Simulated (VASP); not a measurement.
Here is a VASP 6.6.1 calculation.

Contents of INCAR:

```
ALGO = Normal
EDIFF = 1E-7
ENCUT = 520
GGA = PE
ISIF = 2
ISMEAR = -1
LASPH = True
LCHARG = True
LELF = True
LREAL = False
LVHAR = True
LWAVE = False
NBANDS = 21
NELM = 100
PREC = Accurate
SIGMA = 0.1
```

Contents of KPOINTS:

```
k-points
0
Gamma
  11 11 7
```

The input POSCAR:

```
AlNi
1.0
    3.2858842698      0.0000000000      0.0000000000
   -1.6429421349      2.8456592515      0.0000000000
    0.0000000000      0.0000000000      4.8680700332
Ni Al
2 2
Direct
    0.0000000000      0.0000000000      0.0000000000
    0.0000000000      0.0000000000      0.5000000000
    0.3333333333      0.6666666667      0.2500000000
    0.6666666667      0.3333333333      0.7500000000
```

Potentials or basis: VASP PAW PBE potentials, release 64 (Ni, Al).

Run with:

```bash
$ cat potpaw_PBE.64/Ni/POTCAR potpaw_PBE.64/Al/POTCAR > POTCAR
$ mpirun -np 1 vasp_std > vasp.out
```

Task: Predict the pressure.

Result: 41.6 GPa.

Task: Predict the band gap on the k mesh.

Result: Zero (band 13 reaches 13.89 eV, above the bottom of band 14 at 8.96 eV).

Stress tensor (GPa, compression positive):
```
41.49  0.00  0.00
 0.00 41.49  0.00
 0.00  0.00 41.82
```

Spin polarisation is off, so any magnetic state and its effect on volume and gap are missing.
